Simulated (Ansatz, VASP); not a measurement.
One calculation of Hf, two programs

```
CELL_PARAMETERS angstrom
3.19670 0.00000 0.00000
-1.59835 2.76842 0.00000
0.00000 0.00000 5.05780
ATOMIC_POSITIONS crystal
Hf 0.66667 0.33333 0.75000
Hf 0.33333 0.66667 0.25000
```

Alike in both runs: task single point; functional PBE; k mesh 10 × 10 × 5; occupations gaussian, width 0.014 eV; no spin polarisation.

```csv
,VASP,Ansatz
version,VASP 6.6.1,Ansatz 0.2.0
potentials or method,"VASP PAW PBE potentials, release 64 (Hf_pv), cutoff 520 eV","all-electron LAPW, scalar-relativistic"
```

```tsv
	VASP	Ansatz	Ansatz less VASP
gap on the k mesh at the Fermi level (eV)	none	none	-
pressure (GPa)	0.2	0.6	+0.45
traceless stress, the component that is largest in VASP (GPa)	-0.19	-0.14	+0.056
```

A gap of «none» marks a metal or a gap that the smearing closes. Ansatz ran all-electron here, and VASP with PAW potentials.

Spin-orbit coupling is off throughout.
